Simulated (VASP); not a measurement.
Runs of VASP 6.6.1 on EuS. The structure is that of space group Fm-3m (No. 225), or close to it. The cells are those of the table. 

```csv
cell,gap on the mesh (eV),pressure (GPa),moment (μB)
"a = 4.289 Å, angles 60.0°, 2 atoms",0.70,(a),7.00
"a = 4.176 Å, angles 60.0°, 2 atoms",(b),2.5,7.00
"a = 4.261 Å, angles 60.0°, 2 atoms",0.60,-0.6,7.00
"a = 4.205 Å, angles 60.0°, 2 atoms",0.39,1.3,7.00
```

Alike in all rows: task single point; level PBE+U; potentials or basis VASP PAW PBE potentials, release 64 (Eu, S); spin collinear, ferromagnetic start; Eu f U = 6.0 eV; k mesh 8 × 8 × 8; cutoff (eV) 600; smearing gaussian 0.05 eV.

Task: Fill in the values left out.

Result: (a) -1.5; (b) 0.28.

Caveats: spin-orbit coupling is left out, which moves the levels of the heavy elements; a cell with one magnetic atom can't hold antiferromagnetic order, which such compounds often take.

A k mesh can miss the band edges, and the runs leave out spin-orbit coupling on Eu.
